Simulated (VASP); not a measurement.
Wanted: the native input for a VASP 6.6.1 run.

```yaml
Task: single point
Functional: r2SCAN
Dispersion: D3(BJ)
Potentials_or_basis: VASP PAW PBE potentials, release 64 (Cu)
Cutoff: 520 eV
k_mesh: 10 × 10 × 6
Occupations: fermi-dirac, width 0.1 eV
Spin: no spin polarisation
Dipole_correction: no
Further_INCAR_settings: ALGO = Normal; EDIFF = 1e-06; NBANDS = 18
```

Cu:

```
Cu
1.0
     2.56744    0.00000    0.00000
    -1.28372    2.22347    0.00000
     0.00000    0.00000    4.16669
Cu
2
Direct
  0.33333 0.66667 0.25000
  0.66667 0.33333 0.75000
```

These files were run (other wordings do the same):

POSCAR

```
Cu
1.0
    2.5674442057      0.0000000000      0.0000000000
   -1.2837215963      2.2234715223      0.0000000000
    0.0000000000      0.0000000000      4.1666899825
Cu
2
Direct
    0.3333333333      0.6666666667      0.2500000000
    0.6666666667      0.3333333333      0.7500000000
```

INCAR.step1

```
SYSTEM = Cu
PREC = Accurate
ENCUT = 520
ISMEAR = -1
SIGMA = 0.1
LREAL = .FALSE.
LASPH = .TRUE.
NELM = 60
NBANDS = 18
GGA = PE
ALGO = Normal
EDIFF = 1E-4
LWAVE = .TRUE.
LCHARG = .FALSE.
```

INCAR.step2

```
SYSTEM = Cu
PREC = Accurate
ENCUT = 520
EDIFF = 1E-6
ISMEAR = -1
SIGMA = 0.1
LREAL = .FALSE.
LASPH = .TRUE.
NELM = 60
ALGO = Normal
ISIF = 2
LWAVE = .FALSE.
LCHARG = .TRUE.
METAGGA = R2SCAN
LMIXTAU = .TRUE.
IVDW = 12
VDW_S6 = 1.0
VDW_S8 = 0.78981345
VDW_A1 = 0.49484001
VDW_A2 = 5.73083694
LELF = .TRUE.
LVHAR = .TRUE.
NBANDS = 18
ISTART = 1
```

KPOINTS

```
Automatic mesh
0
G
  10 10 6
  0 0 0
```

Potentials or basis: VASP PAW PBE potentials, release 64 (Cu).

The run is started by

```console
$ cat potpaw_PBE.64/Cu/POTCAR > POTCAR
$ cp INCAR.step1 INCAR
$ mpirun -np 1 vasp_std > vasp.out
$ cp INCAR.step2 INCAR
$ mpirun -np 1 vasp_std > vasp.out
```

Results of the run:

* Pressure: -8.3 GPa
* Band gap on the k mesh: zero (band 11 reaches 10.47 eV, above the bottom of band 12 at 5.26 eV)
* Dispersion energy per atom: -0.272 eV

Caveat: three body term missing; the PAW data sets were made with another functional, which shifts forces and pressure a little; pairwise dispersion overbinds metals, which lowers pressure and volume.

It took 41 s on 1 thread of Intel(R) Xeon(R) 6975P-C (Granite Rapids), on a shared host, peak memory 0.16 GiB.
